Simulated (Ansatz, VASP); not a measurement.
In in VASP and in Ansatz

INCAR

```
SYSTEM = In
PREC = Accurate
ENCUT = 520
EDIFF = 1E-7
ISMEAR = 0
SIGMA = 0.1
LREAL = .FALSE.
LASPH = .TRUE.
NELM = 80
ALGO = Fast
ISIF = 2
LWAVE = .FALSE.
LCHARG = .FALSE.
GGA = PE
NBANDS = 20
```

The input KPOINTS:

```
regular mesh
0
G
  12 12 8
  0 0 0
```

File POSCAR:

```
In
1.0
    3.4364832612      0.0166774239      0.0085054862
   -1.7037985578      2.9924118603     -0.0098855415
    0.0140483144     -0.0107428287      5.6887960706
In
2
Direct
    0.3469606347      0.6743139347      0.2666777303
    0.6530393653      0.3256860653      0.7333222697
```

Input for Ansatz:

```yaml
crystal:
  lattice:
    - [3.4364832612, 0.0166774239, 0.0085054862]
    - [-1.7037985578, 2.9924118603, -0.0098855415]
    - [0.0140483144, -0.0107428287, 5.6887960706]
  atoms:
    - { symbol: In, position: [0.3469606347, 0.6743139347, 0.2666777303] }
    - { symbol: In, position: [0.6530393653, 0.3256860653, 0.7333222697] }
basis:
  ecutwfc: 420
kpoints:
  mp_grid: { grid: [12, 12, 8] }
hamiltonian:
  xc: pbe
scf:
  occupations: { method: gaussian, width: 0.1 }
output:
  forces: true
  stress: true
  eigenvalues: true
  populations: true
```

Change from the starting cell: all atoms moved at random, cell strained at random.

Alike in both runs: task single point; functional PBE; k mesh 12 × 12 × 8; occupations gaussian, width 0.1 eV; no spin polarisation.

|  | VASP | Ansatz |
| --- | --- | --- |
| version | VASP 6.6.1 | Ansatz 0.2.0 |
| potentials or method | VASP PAW PBE potentials, release 64 (In_d), cutoff 520 eV | scalar-relativistic, plane waves, PAW |
| valence electrons in the cell | 26 | 26 |

Ansatz gave:

| Property | Result |
| --- | --- |
| gap on the k mesh at the Fermi level (eV) | none |
| pressure (GPa) | -1.3 |
| traceless stress, the component that is largest in VASP (GPa) | -0.08 |
| rms of the force components (eV/Å) | 0.207 |

What did VASP give for the same quantities?

gap on the k mesh at the Fermi level (eV): none; pressure (GPa): -1.4; traceless stress, the component that is largest in VASP (GPa): -0.08; rms of the force components (eV/Å): 0.207.

Atom by atom the forces differ by 0.000 eV/Å (rms over components). A gap of «none» marks a metal or a gap that the smearing closes. With one functional, cell and mesh, what is left measures potentials, basis and numerics.
